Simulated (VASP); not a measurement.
# B3N2 (P-3m1) in VASP: notebook

The runs below take B3N2 through single point, with PBE.

Program: VASP 6.6.1. These are calculated values, not measurements. Logs are shortened: lines on timing, memory, paths and dates and some standing lists are left out, and cuts for length are marked.

## (1) The cell of the first run

It takes space group P-3m1 (No. 164, trigonal). Conventional cell: a = 2.473 Å, b = 2.473 Å, c = 12.426 Å, α = 90.00°, β = 90.00°, γ = 120.00°. Within 3.3 Å of B (site symmetry -3m) lie 6 B at 2.47 Å. B (site symmetry 3m) has 3 N at 1.43 Å within 1.9 Å. Within 1.9 Å of N (site symmetry 3m) lie 3 B at 1.43 Å.

## (2) Single point, PBE

Input file INCAR:

```
SYSTEM = B3N2
ALGO = Normal ; EDIFF = 1E-7
ENCUT = 520 ; GGA = PE
ISIF = 2 ; ISMEAR = 0
LASPH = .TRUE. ; LCHARG = .TRUE.
LELF = .TRUE. ; LREAL = .FALSE.
LVHAR = .TRUE. ; LWAVE = .FALSE.
NBANDS = 18 ; NELM = 60
PREC = Accurate ; SIGMA = 0.1
```

Input file KPOINTS:

```
k-points
0
G
  12 12 2
  0 0 0
```

Input file POSCAR:

```
B3N2
1.0
    2.4731634481      0.0000000000      0.0000000000
   -1.2365817241      2.1418223738      0.0000000000
    0.0000000000      0.0000000000     12.4259605394
B N
3 2
Direct
    0.0000000000      0.0000000000      0.0000000000
    0.3333333333      0.6666666667      0.6676872234
    0.6666666667      0.3333333333      0.3323127766
    0.3333333333      0.6666666667      0.3323567231
    0.6666666667      0.3333333333      0.6676432769
```

Potentials or basis: VASP PAW PBE potentials, release 64 (B, N).

Command:

```console
cat potpaw_PBE.64/B/POTCAR potpaw_PBE.64/N/POTCAR > POTCAR
mpirun -np 1 vasp_std > vasp.out
```

OUTCAR:

```text
SYSTEM = B3N2
   EDIFF = 1E-7
   ENCUT = 520
   GGA = PE
   ISIF = 2
   ISMEAR = 0
   LASPH = .TRUE.
   LREAL = .FALSE.
   NELM = 60
   PREC = Accurate

 ion  position               nearest neighbor table
   1  0.000  0.000  0.000-
   2  0.333  0.667  0.668-   5 1.43   5 1.43   5 1.43
   3  0.667  0.333  0.332-   4 1.43   4 1.43   4 1.43
   4  0.333  0.667  0.332-   3 1.43   3 1.43   3 1.43
   5  0.667  0.333  0.668-   2 1.43   2 1.43   2 1.43

  LATTYP: Found a hexagonal cell.
 ALAT       =     2.4731634481
 C/A-ratio  =     5.0243183680

  Lattice vectors:

 A1 = (   2.4731634481,   0.0000000000,   0.0000000000)
 A2 = (  -1.2365817241,   2.1418223738,   0.0000000000)
 A3 = (   0.0000000000,   0.0000000000,  12.4259605394)

Analysis of symmetry for initial positions (statically):
=====================================================================
 Subroutine PRICEL returns:
 Original cell was already a primitive cell.

 Routine SETGRP: Setting up the symmetry group for a
 hexagonal supercell.

 Subroutine GETGRP returns: Found 12 space group operations
 (whereof 12 operations were pure point group operations)
 out of a pool of 24 trial point group operations.

The static configuration has the point symmetry D_3d.

Analysis of symmetry for dynamics (positions and initial velocities):
=====================================================================
 Subroutine PRICEL returns:
 Original cell was already a primitive cell.

 Routine SETGRP: Setting up the symmetry group for a
 hexagonal supercell.

 Subroutine GETGRP returns: Found 12 space group operations
 (whereof 12 operations were pure point group operations)
 out of a pool of 24 trial point group operations.

The dynamic configuration has the point symmetry D_3d.

 Subroutine INISYM returns: Found 12 space group operations
 (whereof 12 operations are pure point group operations),
 and found     1 'primitive' translations

----------------------------------------------------------------------------------------

                                     Primitive cell

  volume of cell :      65.8213

  direct lattice vectors                    reciprocal lattice vectors
     2.473163448  0.000000000  0.000000000     0.404340441  0.233446063  0.000000000
    -1.236581724  2.141822374  0.000000000     0.000000000  0.466892125  0.000000000
     0.000000000  0.000000000 12.425960539     0.000000000  0.000000000  0.080476676

  length of vectors
     2.473163448  2.473163448 12.425960539     0.466892125  0.466892125  0.080476676

  position of ions in fractional coordinates (direct lattice)
     0.000000000  0.000000000  0.000000000
     0.333333333  0.666666667  0.667687223
     0.666666667  0.333333333  0.332312777
     0.333333333  0.666666667  0.332356723
     0.666666667  0.333333333  0.667643277

  ion indices of the primitive-cell ions
   primitive index   ion index
                 1           1
                 2           2
                 3           3
                 4           4
                 5           5

----------------------------------------------------------------------------------------

 KPOINTS: k-points

Automatic generation of k-mesh.
 Grid dimensions read from file:
 generate k-points for:   12   12    2

 Generating k-lattice:

  Cartesian coordinates                     Fractional coordinates (reciprocal lattice)
     0.033695037  0.019453839  0.000000000     0.083333333  0.000000000  0.000000000
     0.000000000  0.038907677  0.000000000     0.000000000  0.083333333  0.000000000
     0.000000000  0.000000000  0.040238338     0.000000000  0.000000000  0.500000000

  Length of vectors
     0.038907677  0.038907677  0.040238338

  Shift w.r.t. Gamma in fractional coordinates (k-lattice)
     0.000000000  0.000000000  0.000000000

 Subroutine IBZKPT returns following result:
 ===========================================

 Found     38 irreducible k-points:

 Following reciprocal coordinates:
            Coordinates               Weight
  0.000000  0.000000  0.000000      1.000000
  0.083333  0.000000  0.000000      6.000000
  0.166667  0.000000  0.000000      6.000000
  0.250000  0.000000  0.000000      6.000000
  0.333333  0.000000  0.000000      6.000000
  0.416667  0.000000  0.000000      6.000000
[... 16 lines left out ...]
  0.250000  0.000000  0.500000      6.000000
  0.333333  0.000000  0.500000      6.000000
 [... further k-points ...]
   k-points           NKPTS =     38   k-points in BZ     NKDIM =     38   number of bands    NBANDS=     18
   number of dos      NEDOS =    301   number of ions     NIONS =      5
   total plane-waves  NPLWV =  31104
   dimension x,y,z NGX =    18 NGY =   18 NGZ =   96
   dimension x,y,z NGXF=    36 NGYF=   36 NGZF=  192
   ions per type =               3   2
   NGX,Y,Z   is equivalent  to a cutoff of  12.10, 12.10, 12.84 a.u.
   NGXF,Y,Z  is equivalent  to a cutoff of  24.20, 24.20, 25.69 a.u.
 SYSTEM =  B3N2
   PREC   = accura    normal or accurate (medium, high low for compatibility)
   ISTART =      0    job   : 0-new  1-cont  2-samecut
   ICHARG =      2    charge: 1-file 2-atom 10-const
   ISPIN  =      1    spin polarized calculation?
   LNONCOLLINEAR =      F non collinear calculations
   LSORBIT =      F    spin-orbit coupling
   LASPH  =      T    aspherical Exc in radial PAW
   ENCUT  =  520.0 eV  38.22 Ry    6.18 a.u.   4.60  4.60 23.10*2*pi/ulx,y,z
   NELM   =     60;   NELMIN=  2; NELMDL= -5     # of ELM steps
   EDIFF  = 0.1E-06   stopping-criterion for ELM
   LREAL  =      F    real-space projection
   EDIFFG = 0.1E-05   stopping-criterion for IOM
   NSW    =      0    number of steps for IOM
   IBRION =     -1    ionic relax: 0-MD 1-quasi-New 2-CG
   NFREE  =      0    steps in history (QN), initial steepest desc. (CG)
   ISIF   =      2    stress and relaxation
   ISYM   =      2    0-nonsym 1-usesym 2-fastsym
   POTIM  = 0.5000    time-step for ionic-motion
   TEBEG  =    0.0;   TEEND  =   0.0 temperature during run
   PSTRESS=    0.0 pullay stress
   NELECT =      19.0000    total number of electrons
   NUPDOWN=      -1.0000    fix difference up-down
   EMIN   =  10.00;   EMAX   =-10.00  energy-range for DOS
   EFERMI =   0.00;   METHOD = LEGACY
   ISMEAR =     0;   SIGMA  =   0.10  broadening in eV -4-tet -1-fermi 0-gaus
   EFERMI_NEDOS =   21; number of points for ismear=-14 and -15
   IALGO  =     38    algorithm
   IMIX   =      4    mixing-type and parameters
     AMIX     =   0.40;   BMIX     =  1.00
     AMIX_MAG =   1.60;   BMIX_MAG =  1.00
  volume/ion in A,a.u.               =      13.16        88.84
  Fermi-wavevector in a.u.,A,eV,Ry     =   1.081942  2.044574 15.926957  1.170598
  Thomas-Fermi vector in A             =   2.217971
   LORBIT       =      0    0 simple, 1 ext, 2 COOP (PROOUT), +10 PAW based schemes
   GGA     = PE    functional components
   LHFCALC =     F    Hartree Fock is set to
   AEXX    =    0.0000 exact exchange contribution
   IVDW    =     0    specifies the selected vdW correction
   LEPSILON=     F    determine dielectric tensor
   LRPA    =     F    only Hartree local field effects (RPA)
 non-spin polarized calculation
 Gauss-broadening in eV      SIGMA  =   0.10
  energy-cutoff  :      520.00
  volume of cell :       65.82
 maximum number of plane-waves:      1806
   NGX =  9   NGY =  9   NGZ = 47

 number of electron      18.9999998 magnetization

 Free energy of the ion-electron system (eV)
  ---------------------------------------------------
  ext. energy  EPLUGINS =         0.00000000
  ---------------------------------------------------
  free energy    TOTEN  =       -38.40263040 eV

  energy without entropy =      -38.39887624  energy(sigma->0) =      -38.40075332

 E-fermi :   0.5713     XC(G=0):  -8.2800

 val. band max:        0.4822068202   @ k =   0.1667   0.0833   0.0000
 cond. band min:       0.8349312029   @ k =   0.2500   0.0000   0.5000
 fundamental gap:      0.3527243827
 Fermi energy:         0.5713431612

 k-point     1 :       0.0000    0.0000    0.0000
  band No.  band energies     occupation
      1     -17.7655      2.00000
      2     -17.7454      2.00000
      3      -8.3078      2.00000
      4      -5.4481      2.00000
      5      -5.1784      2.00000
      6      -1.1580      2.00000
[... 10 lines left out ...]
     17      12.0474      0.00000
     18      12.0479      0.00000

 k-point     2 :       0.0833    0.0000    0.0000
  band No.  band energies     occupation
      1     -17.6281      2.00000
      2     -17.6083      2.00000
      3      -8.1224      2.00000
      4      -5.2614      2.00000
      5      -4.9946      2.00000
      6      -1.7262      2.00000
[... 10 lines left out ...]
     17      11.9460      0.00000
     18      12.2301      0.00000

 k-point     3 :       0.1667    0.0000    0.0000
  band No.  band energies     occupation
      1     -17.2229      2.00000
      2     -17.2043      2.00000
      3      -7.5671      2.00000
      4      -4.7093      2.00000
      5      -4.4516      2.00000
      6      -3.1640      2.00000
[... 10 lines left out ...]
     17      11.6882      0.00000
     18      11.9005      0.00000

 k-point     4 :       0.2500    0.0000    0.0000
  band No.  band energies     occupation
      1     -16.5767      2.00000
      2     -16.5602      2.00000
      3      -6.6458      2.00000
      4      -4.9911      2.00000
      5      -4.9893      2.00000
      6      -3.8201      2.00000
[... 375 lines left out ...]
      4      -4.7288      2.00000
      5      -4.4292      2.00000
      6      -3.1647      2.00000
[... 10 lines left out ...]
     17      11.7593      0.00000
     18      11.7606      0.00000

 k-point    23 :       0.2500    0.0000    0.5000
  band No.  band energies     occupation
      1     -16.5767      2.00000
      2     -16.5602      2.00000
      3      -6.6457      2.00000
      4      -4.9914      2.00000
      5      -4.9889      2.00000
      6      -3.8372      2.00000
[... 10 lines left out ...]
     17      11.2852      0.00000
     18      11.5461      0.00000

 k-point    24 :       0.3333    0.0000    0.5000
  band No.  band energies     occupation
      1     -15.7582      2.00000
      2     -15.7449      2.00000
      3      -6.8183      2.00000
      4      -6.8155      2.00000
      5      -5.3656      2.00000
      6      -3.4838      2.00000
[... 10 lines left out ...]
     17      11.1768      0.00000
     18      11.4245      0.00000

 [... further k-points ...]

------------------------ aborting loop because EDIFF is reached ----------------------------------------

  FORCE on cell =-STRESS in cart. coord.  units (eV):
  Direction    XX          YY          ZZ          XY          YZ          ZX
  --------------------------------------------------------------------------------------
  -------------------------------------------------------------------------------------
  Total       -0.0382914     -0.0382914     -0.0176606      0.0000000      0.0000000     -0.0000000
  in kB       -0.9320639     -0.9320639     -0.4298815      0.0000000      0.0000000     -0.0000000
  external PRESSURE =      -0.7646698 kB  Pullay stress =       0.0000000 kB

 VOLUME and BASIS-vectors are now :
 -----------------------------------------------------------------------------
  energy-cutoff  :      520.00
  volume of cell :       65.82
      direct lattice vectors                 reciprocal lattice vectors
     2.473163448  0.000000000  0.000000000     0.404340441  0.233446063  0.000000000
    -1.236581724  2.141822374  0.000000000     0.000000000  0.466892125  0.000000000
     0.000000000  0.000000000 12.425960539     0.000000000  0.000000000  0.080476676

 POSITION                                       TOTAL-FORCE (eV/Angst)
 -----------------------------------------------------------------------------------
      0.00000      0.00000      0.00000         0.000000      0.000000      0.000000
     -0.00000      1.42788      8.29666        -0.000000      0.000000     -0.000038
      1.23658      0.71394      4.12931         0.000000     -0.000000      0.000038
     -0.00000      1.42788      4.12985        -0.000000     -0.000000      0.000080
      1.23658      0.71394      8.29611         0.000000      0.000000     -0.000080
 -----------------------------------------------------------------------------------
    total drift:                                0.000000     -0.000000      0.000000

  FREE ENERGIE OF THE ION-ELECTRON SYSTEM (eV)
  ---------------------------------------------------
  free  energy   TOTEN  =       -38.4026303969 eV

  energy  without entropy=      -38.3988762397  energy(sigma->0) =      -38.40075332
```

Run time: 26 s. Hardware: 1 thread of Intel Xeon 6975P-C (Granite Rapids), shared host; peak memory 0.18 GiB.

Results:

```
Free energy            : -38.4026 eV
Pressure               : -0.1 GPa
Band gap on the k mesh : zero (an odd number of electrons rules out a gap without spin polarisation)
```

Caveat: this functional lacks dispersion, which binds layers or chains, so the pressure and a relaxed spacing across them are unreliable; an odd number of electrons without spin polarisation forces a metal; a magnetic or distorted state may lie lower.

## (3) Single point, PBE

Input file INCAR:

```
SYSTEM = B3N2
PREC = Accurate
ENCUT = 520
EDIFF = 1E-6
ISMEAR = 0
SIGMA = 0.1
LREAL = .False.
LASPH = .True.
NELM = 80
ALGO = Normal
ISIF = 2
LWAVE = .False.
LCHARG = .True.
GGA = PE
LELF = .True.
LVHAR = .True.
NBANDS = 18
```

Input file KPOINTS:

```
Automatic mesh
0
Gamma
  18 18 4
  0 0 0
```

POSCAR is that of step 2.

Potentials or basis: VASP PAW PBE potentials, release 64 (B, N).

Command:

```console
cat potpaw_PBE.64/B/POTCAR potpaw_PBE.64/N/POTCAR > POTCAR
mpirun -np 1 vasp_std > vasp.out
```

It took 78 s on 1 thread of Intel Xeon 6975P-C (Granite Rapids), shared host; peak memory 0.26 GiB.

The run converged. Its results:

```yaml
Free_energy: -38.4184 eV
Pressure: 0.0 GPa
Band_gap_on_the_k_mesh: zero (an odd number of electrons rules out a gap without spin polarisation)
```

Stress tensor (GPa, compression positive):
```
 0.07  0.00  0.00
 0.00  0.07  0.00
 0.00  0.00 -0.06
```

Levels at points of the mesh, in eV from the Fermi level:
```tsv
k point	band 8	band 9	band 10	band 11	band 12	band 13
(0.00, 0.00, 0.00)	-1.91	-1.91	-1.56	4.12	6.58	6.77
(0.50, 0.00, 0.00)	-2.23	-1.61	-1.50	3.08	4.15	4.43
(0.00, 0.00, 0.50)	-1.91	-1.91	-1.58	4.60	5.19	8.00
(0.50, 0.00, 0.50)	-2.23	-1.61	-1.50	3.07	4.21	4.37
```

Caveat: this functional lacks dispersion, which binds layers or chains, so the pressure and a relaxed spacing across them are unreliable; an odd number of electrons without spin polarisation forces a metal; a magnetic or distorted state may lie lower.

The gap in the log of VASP goes by the Fermi energy; the results here count the filled bands.